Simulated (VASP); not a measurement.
Wanted: the native input for a VASP 6.6.1 run.

| Item | Value |
| --- | --- |
| Task | relaxation of cell and atoms |
| Functional | PBE |
| Potentials or basis | VASP PAW PBE potentials, release 64 (Hf_pv, C) |
| Cutoff | 600 eV |
| k mesh | 10 × 10 × 10 |
| Occupations | gaussian, width 0.1 eV |
| Spin | no spin polarisation |
| Dipole correction | no |
| Further INCAR settings | ALGO = Fast; EDIFF = 1e-06; IBRION = 2; EDIFFG = -0.01; NSW = 100; ISIF = 3 |

The structure of Hf4C lies in POSCAR:

```
Hf4C
1.0
    0.0000000000      3.4898326444      5.2812555567
    2.9529091841      0.0000000000      5.2812555567
    2.9529091841      3.4898326444      0.0000000000
Hf C
4 1
Direct
    0.2940589910      0.7059410090      0.2940589910
    0.7059410090      0.2940589910      0.7059410090
    0.7500000000      0.7500000000      0.7500000000
    0.2500000000      0.2500000000      0.2500000000
    0.0000000000      0.0000000000      0.0000000000
```

The cell was generated, and may not be a known phase.

One way to write it, as run:

INCAR

```
SYSTEM = Hf4C
PREC     = Accurate       ! precision mode
ENCUT    = 600            ! plane-wave cutoff, eV
EDIFF    = 1E-6           ! SCF threshold, eV
ISMEAR   = 0              ! smearing method
SIGMA    = 0.1            ! smearing width, eV
LREAL    = .FALSE.        ! projectors in reciprocal space
LASPH    = .TRUE.         ! aspherical terms in the spheres
NELM     = 60             ! most SCF steps
ALGO     = Fast           ! electronic algorithm
ISIF     = 3              ! what is computed and relaxed
LWAVE    = .FALSE.        ! write WAVECAR
LCHARG   = .FALSE.        ! write CHGCAR
GGA      = PE             ! functional
IBRION   = 2              ! ionic algorithm
NSW      = 100            ! ionic steps
EDIFFG   = -0.01          ! ionic threshold
```

KPOINTS

```
regular mesh
0
G
  10 10 10
  0 0 0
```

Potentials or basis: VASP PAW PBE potentials, release 64 (Hf_pv, C).

Launch:

```console
$ cat potpaw_PBE.64/Hf_pv/POTCAR potpaw_PBE.64/C/POTCAR > POTCAR
$ mpirun -np 1 vasp_std > vasp.out
```

It gave:

| Item | Value |
| --- | --- |
| Relaxed volume | 21.70 Å³/atom |
| Relaxed cell | a = 6.323 Å, b = 6.037 Å, c = 4.571 Å, α = 71.67°, β = 65.00°, γ = 43.33° |
| Space group after relaxing (to 0.1 Å) | Fmmm (No. 69) |
| Energy gained by relaxing | 0.3 meV/atom |
| Ionic steps | 10 |
| Pressure after relaxing | 0.0 GPa |
| Band gap on the k mesh | zero (bands 22 and 23 overlap by 0.30 eV) |

Caveat: spin-orbit coupling is left out, which moves the levels of the heavy elements.

Wall time 64 min on 1 thread of Oxide Virtual Turin-like Processor, on a shared host, peak memory 0.65 GiB.
